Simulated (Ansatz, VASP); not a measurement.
## NbSi in VASP and in Ansatz

File POSCAR:

```
NbSi
1.0
    3.1564400000      0.0000000000      0.0000000000
    0.0000000000      3.1564400000      0.0000000000
    0.0000000000      0.0000000000      3.1564400000
Nb Si
1 1
Direct
    0.0000000000      0.0000000000      0.0000000000
    0.5000000000      0.5000000000      0.5000000000
```

INCAR.step1

```
PREC     = Accurate       # precision mode
ENCUT    = 520            # plane-wave cutoff, eV
EDIFF    = 1E-5           # SCF threshold, eV
ISMEAR   = -1             # smearing method
SIGMA    = 0.05           # smearing width, eV
LREAL    = False          # projectors in reciprocal space
LASPH    = True           # aspherical terms in the spheres
NELM     = 100            # most SCF steps
ALGO     = Normal         # electronic algorithm
ISIF     = 2              # what is computed and relaxed
LWAVE    = True           # write WAVECAR
GGA      = PE             # functional
NBANDS   = 16             # bands
```

The input INCAR.step2:

```
PREC     = Accurate       # precision mode
ENCUT    = 520            # plane-wave cutoff, eV
EDIFF    = 1E-6           # SCF threshold, eV
ISMEAR   = -1             # smearing method
SIGMA    = 0.05           # smearing width, eV
LREAL    = False          # projectors in reciprocal space
LASPH    = True           # aspherical terms in the spheres
NELM     = 100            # most SCF steps
ALGO     = Normal         # electronic algorithm
ISIF     = 2              # what is computed and relaxed
LWAVE    = False          # write WAVECAR
LCHARG   = True           # write CHGCAR
GGA      = PE             # functional
LHFCALC  = True           # exact exchange
AEXX     = 0.25           # exact-exchange fraction
HFSCREEN = 0.6            # screening, 1/A
PRECFOCK = Normal       
LELF     = True           # ELF
LVHAR    = True         
ISTART   = 1            
NBANDS   = 16             # bands
```

KPOINTS

```
Automatic mesh
0
Gamma
  4 4 4
```

File input:

```
crystal:
  lattice:
    - [3.15644, 0.0, 0.0]
    - [0.0, 3.15644, 0.0]
    - [0.0, 0.0, 3.15644]
  atoms:
    - { symbol: Nb, position: [0.0, 0.0, 0.0] }
    - { symbol: Si, position: [0.5, 0.5, 0.5] }
hamiltonian:
  xc: { exchange: pbe, correlation: pbe, exx: { coeff: 0.25, omega: 0.6 } }
  pseudopotentials: { kind: paw }
kpoints:
  mp_grid: { grid: [4, 4, 4] }
scf:
  occupations: { method: fermi_dirac, width: 0.05 }
output:
  forces: true
  stress: true
  eigenvalues: true
  write_density: true
  write_potential: true
  elf: true
  volumetric_format: npy
```

Alike in both runs: task single point; functional PBE-based screened hybrid with a share of 0.25 of exact exchange and HFSCREEN = 0.6; k mesh 4 × 4 × 4; occupations fermi-dirac, width 0.05 eV; no spin polarisation.

|  | VASP | Ansatz |
| --- | --- | --- |
| version | VASP 6.6.1 | Ansatz 0.2.0 |
| potentials or method | VASP PAW PBE potentials, release 64 (Nb_sv, Si) | Ansatz PAW |
| plane-wave cutoff (eV) | 520 | 420 |
| valence electrons in the cell | 17 | 17 |

|  | VASP | Ansatz | Ansatz less VASP |
| --- | --- | --- | --- |
| gap on the k mesh at the Fermi level (eV) | none | none | - |
| pressure (GPa) | 0.2 | 0.6 | +0.37 |

VASP's potentials were made for PBE, not for PBE-based screened hybrid. A gap of «none» marks a metal or a gap that the smearing closes.

The k mesh is coarse, so the values compare programs but aren't converged.
